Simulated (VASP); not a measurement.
# Ba (I4/mmm) in VASP: further runs

Runs on Ba. Level: PBEsol. Tasks: single point.

Everything below comes from runs of VASP 6.6.1. Logs are shortened: lines on timing, memory, paths and dates and some standing lists are left out, and cuts for length are marked.

### Step 1. The cell of the first run

The structure is tetragonal, space group I4/mmm (No. 139). The conventional cell has a = 5.000 Å, b = 5.000 Å, c = 4.800 Å, α = 90.00°, β = 90.00°, γ = 90.00°. Ba (site symmetry 4/mmm) has 14 Ba at 4.27 to 5.00 Å within 5.6 Å.

### Step 2. Single point, PBEsol (strain -0.0400 x Voigt [1, 0, 0, 0, 0, 0])

The input, INCAR:

```
PREC = Accurate
ENCUT = 520
EDIFF = 1E-6
ISMEAR = 0
SIGMA = 0.15
LREAL = F
LASPH = T
NELM = 80
ALGO = Fast
ISIF = 2
LWAVE = F
LCHARG = T
GGA = PS
LELF = T
LVHAR = T
NBANDS = 11
```

The input, KPOINTS:

```
Automatic mesh
0
Gamma
  14 14 14
```

The input, POSCAR:

```
Ba
1.0
   -2.4000000000      2.5000000000      2.5000000000
    2.4000000000     -2.5000000000      2.5000000000
    2.4000000000      2.5000000000     -2.5000000000
Ba
1
Direct
    0.0000000000      0.0000000000      0.0000000000
```

Potentials or basis: VASP PAW PBE potentials, release 64 (Ba_sv).

On the command line:

```sh
$ cat potpaw_PBE.64/Ba_sv/POTCAR > POTCAR
$ mpirun -np 1 vasp_std > vasp.out
```

OUTCAR:

```text
PREC = Accurate
   ENCUT = 520
   EDIFF = 1E-6
   ISMEAR = 0
   LREAL = F
   LASPH = T
   NELM = 80
   ISIF = 2
   GGA = PS

 ion  position               nearest neighbor table
   1  0.000  0.000  0.000-

  LATTYP: Found a body centered tetragonal cell.
 ALAT       =     5.0000000000
 C/A-ratio  =     0.9600000000

  Lattice vectors:

 A1 = (  -2.4000000000,   2.5000000000,  -2.5000000000)
 A2 = (  -2.4000000000,  -2.5000000000,   2.5000000000)
 A3 = (   2.4000000000,   2.5000000000,   2.5000000000)

Analysis of symmetry for initial positions (statically):
=====================================================================
 Subroutine PRICEL returns:
 Original cell was already a primitive cell.

 Routine SETGRP: Setting up the symmetry group for a
 body centered tetragonal supercell.

 Subroutine GETGRP returns: Found 16 space group operations
 (whereof 16 operations were pure point group operations)
 out of a pool of 16 trial point group operations.

The static configuration has the point symmetry D_4h.

Analysis of symmetry for dynamics (positions and initial velocities):
=====================================================================
 Subroutine PRICEL returns:
 Original cell was already a primitive cell.

 Routine SETGRP: Setting up the symmetry group for a
 body centered tetragonal supercell.

 Subroutine GETGRP returns: Found 16 space group operations
 (whereof 16 operations were pure point group operations)
 out of a pool of 16 trial point group operations.

The dynamic configuration has the point symmetry D_4h.

 Subroutine INISYM returns: Found 16 space group operations
 (whereof 16 operations are pure point group operations),
 and found     1 'primitive' translations

----------------------------------------------------------------------------------------

                                     Primitive cell

  volume of cell :      60.0000

  direct lattice vectors                    reciprocal lattice vectors
    -2.400000000  2.500000000  2.500000000     0.000000000  0.200000000  0.200000000
     2.400000000 -2.500000000  2.500000000     0.208333333  0.000000000  0.200000000
     2.400000000  2.500000000 -2.500000000     0.208333333  0.200000000  0.000000000

  length of vectors
     4.273172124  4.273172124  4.273172124     0.282842712  0.288795391  0.288795391

  position of ions in fractional coordinates (direct lattice)
     0.000000000  0.000000000  0.000000000

  ion indices of the primitive-cell ions
   primitive index   ion index
                 1           1

----------------------------------------------------------------------------------------

 KPOINTS: Automatic mesh

Automatic generation of k-mesh.
 Grid dimensions read from file:
 generate k-points for:   14   14   14

 Generating k-lattice:

  Cartesian coordinates                     Fractional coordinates (reciprocal lattice)
     0.000000000  0.014285714  0.014285714     0.071428571  0.000000000  0.000000000
     0.014880952  0.000000000  0.014285714     0.000000000  0.071428571  0.000000000
     0.014880952  0.014285714  0.000000000     0.000000000  0.000000000  0.071428571

  Length of vectors
     0.020203051  0.020628242  0.020628242

  Shift w.r.t. Gamma in fractional coordinates (k-lattice)
     0.000000000  0.000000000  0.000000000

 Subroutine IBZKPT returns following result:
 ===========================================

 Found    244 irreducible k-points:

 Following reciprocal coordinates:
            Coordinates               Weight
  0.000000  0.000000  0.000000      1.000000
  0.071429  0.000000  0.000000      4.000000
  0.142857  0.000000  0.000000      4.000000
  0.214286  0.000000  0.000000      4.000000
  0.285714  0.000000  0.000000      4.000000
  0.357143  0.000000  0.000000      4.000000
[... 16 lines left out ...]
 -0.071429  0.142857  0.000000      8.000000
 -0.000000  0.214286  0.000000      8.000000
 [... further k-points ...]
   k-points           NKPTS =    244   k-points in BZ     NKDIM =    244   number of bands    NBANDS=     11
   number of dos      NEDOS =    301   number of ions     NIONS =      1
   total plane-waves  NPLWV =  32768
   dimension x,y,z NGX =    32 NGY =   32 NGZ =   32
   dimension x,y,z NGXF=    64 NGYF=   64 NGZF=   64
   ions per type =               1
   NGX,Y,Z   is equivalent  to a cutoff of  12.45, 12.45, 12.45 a.u.
   NGXF,Y,Z  is equivalent  to a cutoff of  24.90, 24.90, 24.90 a.u.
 SYSTEM =  unknown system
   PREC   = accura    normal or accurate (medium, high low for compatibility)
   ISTART =      0    job   : 0-new  1-cont  2-samecut
   ICHARG =      2    charge: 1-file 2-atom 10-const
   ISPIN  =      1    spin polarized calculation?
   LNONCOLLINEAR =      F non collinear calculations
   LSORBIT =      F    spin-orbit coupling
   LASPH  =      T    aspherical Exc in radial PAW
   ENCUT  =  520.0 eV  38.22 Ry    6.18 a.u.   7.95  7.95  7.95*2*pi/ulx,y,z
   NELM   =     80;   NELMIN=  2; NELMDL= -5     # of ELM steps
   EDIFF  = 0.1E-05   stopping-criterion for ELM
   LREAL  =      F    real-space projection
   EDIFFG = 0.1E-04   stopping-criterion for IOM
   NSW    =      0    number of steps for IOM
   IBRION =     -1    ionic relax: 0-MD 1-quasi-New 2-CG
   NFREE  =      0    steps in history (QN), initial steepest desc. (CG)
   ISIF   =      2    stress and relaxation
   ISYM   =      2    0-nonsym 1-usesym 2-fastsym
   POTIM  = 0.5000    time-step for ionic-motion
   TEBEG  =    0.0;   TEEND  =   0.0 temperature during run
   PSTRESS=    0.0 pullay stress
   NELECT =      10.0000    total number of electrons
   NUPDOWN=      -1.0000    fix difference up-down
   EMIN   =  10.00;   EMAX   =-10.00  energy-range for DOS
   EFERMI =   0.00;   METHOD = LEGACY
   ISMEAR =     0;   SIGMA  =   0.15  broadening in eV -4-tet -1-fermi 0-gaus
   EFERMI_NEDOS =   21; number of points for ismear=-14 and -15
   IALGO  =     68    algorithm
   IMIX   =      4    mixing-type and parameters
     AMIX     =   0.40;   BMIX     =  1.00
     AMIX_MAG =   1.60;   BMIX_MAG =  1.00
  volume/ion in A,a.u.               =      60.00       404.90
  Fermi-wavevector in a.u.,A,eV,Ry     =   0.900930  1.702511 11.043509  0.811675
  Thomas-Fermi vector in A             =   2.023948
   LORBIT       =      0    0 simple, 1 ext, 2 COOP (PROOUT), +10 PAW based schemes
   GGA     = PS    functional components
   LHFCALC =     F    Hartree Fock is set to
   AEXX    =    0.0000 exact exchange contribution
   IVDW    =     0    specifies the selected vdW correction
   LEPSILON=     F    determine dielectric tensor
   LRPA    =     F    only Hartree local field effects (RPA)
 non-spin polarized calculation
 RMM-DIIS sequential band-by-band and
 Gauss-broadening in eV      SIGMA  =   0.15
  energy-cutoff  :      520.00
  volume of cell :       60.00
 maximum number of plane-waves:      1631
   NGX = 15   NGY = 15   NGZ = 15

 number of electron      10.0000000 magnetization

 Free energy of the ion-electron system (eV)
  ---------------------------------------------------
  ext. energy  EPLUGINS =         0.00000000
  ---------------------------------------------------
  free energy    TOTEN  =        -2.15365325 eV

  energy without entropy =       -2.14016750  energy(sigma->0) =       -2.14691038

 E-fermi :   1.6922     XC(G=0):  -7.6666

 val. band max:        1.6908077977   @ k =  -0.3571   0.5000   0.2143
 cond. band min:       1.6944548690   @ k =   0.4286  -0.4286   0.2857
 fundamental gap:      0.0036470713
 Fermi energy:         1.6922110915

 k-point     1 :       0.0000    0.0000    0.0000
  band No.  band energies     occupation
      1     -27.0786      2.00000
      2     -11.9799      2.00000
      3     -11.9799      2.00000
      4     -11.9776      2.00000
      5      -1.0944      2.00000
      6       3.3937      0.00000
      7       3.6592      0.00000
      8       3.6592      0.00000
      9       4.8653      0.00000
     10       5.2560      0.00000
     11       8.6738      0.00000

 k-point     2 :       0.0714    0.0000    0.0000
  band No.  band energies     occupation
      1     -27.0760      2.00000
      2     -12.0093      2.00000
      3     -11.9859      2.00000
      4     -11.9796      2.00000
      5      -0.9951      2.00000
      6       3.3647      0.00000
      7       3.5827      0.00000
      8       3.7609      0.00000
      9       4.7268      0.00000
     10       5.2339      0.00000
     11       8.7973      0.00000

 k-point     3 :       0.1429    0.0000    0.0000
  band No.  band energies     occupation
      1     -27.0687      2.00000
      2     -12.0902      2.00000
      3     -12.0088      2.00000
      4     -11.9787      2.00000
      5      -0.7128      2.00000
      6       3.2271      0.00000
      7       3.3868      0.00000
      8       4.0621      0.00000
      9       4.5324      0.00000
     10       5.1916      0.00000
     11       9.0831      0.00000

 k-point     4 :       0.2143    0.0000    0.0000
  band No.  band energies     occupation
      1     -27.0582      2.00000
      2     -12.2034      2.00000
      3     -12.0416      2.00000
      4     -11.9773      2.00000
      5      -0.2968      2.00000
      6       2.9629      0.00000
      7       3.1403      0.00000
      8       4.5297      0.00000
      9       4.5510      0.00000
     10       5.1756      0.00000
     11       9.2042      0.00000

 k-point     5 :       0.2857    0.0000    0.0000
  band No.  band energies     occupation
      1     -27.0465      2.00000
      2     -12.3246      2.00000
      3     -12.0775      2.00000
      4     -11.9759      2.00000
      5       0.1616      2.00000
      6       2.7318      0.00000
      7       2.9029      0.00000
      8       4.6708      0.00000
      9       5.2050      0.00000
     10       5.2194      0.00000
     11       8.8154      0.00000
[... 211 lines left out ...]
 k-point    21 :       0.3571    0.1429    0.0000
  band No.  band energies     occupation
      1     -27.0254      2.00000
      2     -12.4726      2.00000
      3     -12.1700      2.00000
      4     -12.0096      2.00000
      5       1.0158      2.00000
      6       2.4854      0.00000
      7       2.6875      0.00000
      8       4.7498      0.00000
      9       5.5223      0.00000
     10       6.9923      0.00000
     11       8.1043      0.00000

 k-point    22 :       0.4286    0.1429    0.0000
  band No.  band energies     occupation
      1     -27.0231      2.00000
      2     -12.4912      2.00000
      3     -12.1810      2.00000
      4     -12.0097      2.00000
      5       1.0615      2.00000
      6       2.4973      0.00000
      7       2.7514      0.00000
      8       4.7247      0.00000
      9       5.5936      0.00000
     10       7.4044      0.00000
     11       7.7952      0.00000

 k-point    23 :      -0.0714    0.1429    0.0000
  band No.  band energies     occupation
      1     -27.0706      2.00000
      2     -12.0650      2.00000
      3     -11.9979      2.00000
      4     -11.9886      2.00000
      5      -0.7864      2.00000
      6       3.2830      0.00000
      7       3.4477      0.00000
      8       3.8507      0.00000
      9       4.8695      0.00000
     10       4.9437      0.00000
     11       9.0602      0.00000

 k-point    24 :      -0.0000    0.2143    0.0000
  band No.  band energies     occupation
      1     -27.0573      2.00000
      2     -12.2015      2.00000
      3     -12.0508      2.00000
      4     -11.9836      2.00000
      5      -0.2602      2.00000
      6       2.9290      0.00000
      7       3.0707      0.00000
      8       4.4429      0.00000
      9       4.8258      0.00000
     10       5.0396      0.00000
     11       9.3484      0.00000

 [... further k-points ...]
[... 5 lines left out ...]
  --------------------------------------------------------------------------------------
  -------------------------------------------------------------------------------------
  Total       -0.0188661     -0.1049604     -0.1049604      0.0000000      0.0000000      0.0000000
  in kB       -0.5037795     -2.8027538     -2.8027538      0.0000000      0.0000000      0.0000000
  external PRESSURE =      -2.0364291 kB  Pullay stress =       0.0000000 kB

 VOLUME and BASIS-vectors are now :
 -----------------------------------------------------------------------------
  energy-cutoff  :      520.00
  volume of cell :       60.00
      direct lattice vectors                 reciprocal lattice vectors
    -2.400000000  2.500000000  2.500000000     0.000000000  0.200000000  0.200000000
     2.400000000 -2.500000000  2.500000000     0.208333333  0.000000000  0.200000000
     2.400000000  2.500000000 -2.500000000     0.208333333  0.200000000  0.000000000

 POSITION                                       TOTAL-FORCE (eV/Angst)
 -----------------------------------------------------------------------------------
      0.00000      0.00000      0.00000         0.000000      0.000000     -0.000000
 -----------------------------------------------------------------------------------
    total drift:                                0.000000      0.000000     -0.000000

  FREE ENERGIE OF THE ION-ELECTRON SYSTEM (eV)
  ---------------------------------------------------
  free  energy   TOTEN  =        -2.1536532475 eV

  energy  without entropy=       -2.1401675045  energy(sigma->0) =       -2.14691038
```

Wall time 39 s (1 thread of Intel Xeon 6975P-C (Granite Rapids), shared host); peak memory 0.29 GiB.

What came out:

```
Free energy            : -2.1537 eV
Pressure               : -0.2 GPa
Band gap on the k mesh : zero (band 5 reaches 2.18 eV, above the bottom of band 6 at 1.12 eV)
```

Caveat: the cell differs from its parent crystal (strain -0.0400 x Voigt [1, 0, 0, 0, 0, 0]); the PAW data sets were made with another functional, which shifts forces and pressure a little; spin-orbit coupling is left out, which moves the levels of the heavy elements.

### Step 3. Single point, PBEsol (strain -0.0300 x Voigt [1, 0, 0, 0, 0, 0])

The input, INCAR:

```
  PREC = Accurate
  ENCUT = 520
  EDIFF = 1E-6
  ISMEAR = 0
  SIGMA = 0.15
  LREAL = F
  LASPH = T
  NELM = 80
  ALGO = Fast
  ISIF = 2
  LWAVE = F
  LCHARG = F
  GGA = PS
  NBANDS = 11
```

The input, KPOINTS:

```
regular mesh
0
Gamma
  14 14 14
```

The input, POSCAR:

```
Ba
1.0
   -2.4250000000      2.5000000000      2.5000000000
    2.4250000000     -2.5000000000      2.5000000000
    2.4250000000      2.5000000000     -2.5000000000
Ba
1
Direct
    0.0000000000      0.0000000000      0.0000000000
```

Potentials or basis: VASP PAW PBE potentials, release 64 (Ba_sv).

On the command line:

```sh
$ cat potpaw_PBE.64/Ba_sv/POTCAR > POTCAR
$ mpirun -np 1 vasp_std > vasp.out
```

Wall time 36 s (1 thread of Intel Xeon 6975P-C (Granite Rapids), shared host); peak memory 0.29 GiB.

The run converged. Its results:

```yaml
Free_energy: -2.1532 eV
Pressure: -0.3 GPa
Band_gap_on_the_k_mesh: zero (band 5 reaches 2.15 eV, above the bottom of band 6 at 1.10 eV)
```

Stress tensor (GPa, compression positive):
```
-0.18  0.00  0.00
 0.00 -0.35  0.00
 0.00  0.00 -0.35
```

Levels at points of the mesh, in eV from the Fermi level:
```
           k point  band 3  band 4  band 5  band 6  band 7  band 8
(0.00, 0.00, 0.00)  -13.70  -13.69   -2.78    1.73    1.93    1.93
(0.50, 0.00, 0.00)  -13.85  -13.69   -0.94    0.81    1.32    3.14
(0.00, 0.50, 0.00)  -13.87  -13.70   -0.92    0.61    1.42    3.37
(0.50, 0.50, 0.50)  -14.07  -14.04   -0.61   -0.56    4.42    4.42
```

Caveat: the cell differs from its parent crystal (strain -0.0300 x Voigt [1, 0, 0, 0, 0, 0]); the PAW data sets were made with another functional, which shifts forces and pressure a little; spin-orbit coupling is left out, which moves the levels of the heavy elements.

(Continued in part 2 of 2.)
